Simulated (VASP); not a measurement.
The system is Mg2BeS3.

```
Mg Be S
1.0
     3.77106    0.00000    0.00000
    -1.88553    3.26583    0.00000
     0.00000    0.00000    9.30269
Mg Be S
2 1 3
Direct
  0.33333 0.66667 0.66867
  0.66667 0.33333 0.33133
  0.00000 0.00000 0.00000
  0.33333 0.66667 0.16576
  0.66667 0.33333 0.83424
  0.00000 0.00000 0.50000
```

The cell was generated, and may not be a known phase.

- Program: VASP 6.6.1
- Task: relaxation of cell and atoms
- Functional: PBE
- Potentials or basis: VASP PAW PBE potentials, release 64 (Mg, Be, S)
- Cutoff: 600 eV
- k mesh: 6 × 6 × 2
- Occupations: gaussian, width 0.1 eV
- Spin: no spin polarisation

At the start: pressure -9.7 GPa; volume 19.09 Å³/atom.

Q: Where does the relaxation end?

A: Over 8 steps the energy falls by 157.0 meV/atom and the volume is 15.93 Å³/atom (-16.6 %); space group P-3m1 (No. 164, to 0.1 Å) before and after.

Step by step:
```tsv
step	energy change (eV)	largest force (eV/Å)	pressure (GPa)	volume (Å³)
1	0.0000	1.1403	-9.71	114.57
2	-0.7599	1.2035	0.10	96.43
3	-0.7645	1.1986	1.29	95.07
4	-0.8827	0.5483	0.99	94.93
5	-0.9164	0.4712	0.94	94.80
6	-0.9388	0.1504	-0.47	96.29
7	-0.9392	0.1022	-0.68	96.53
8	-0.9419	0.0297	0.10	95.60
```

Final structure:
```
CELL_PARAMETERS angstrom
3.54490 0.00000 0.00000
-1.77245 3.06997 0.00000
0.00000 0.00000 8.78489
ATOMIC_POSITIONS crystal
Mg 0.33333 0.66667 0.67504
Mg 0.66667 0.33333 0.32496
Be 0.00000 0.00000 0.00000
S 0.33333 0.66667 0.14428
S 0.66667 0.33333 0.85572
S 0.00000 0.00000 0.50000
```

Caveat: the volume moved by over 15 % at a fixed basis, so the end points are rough.
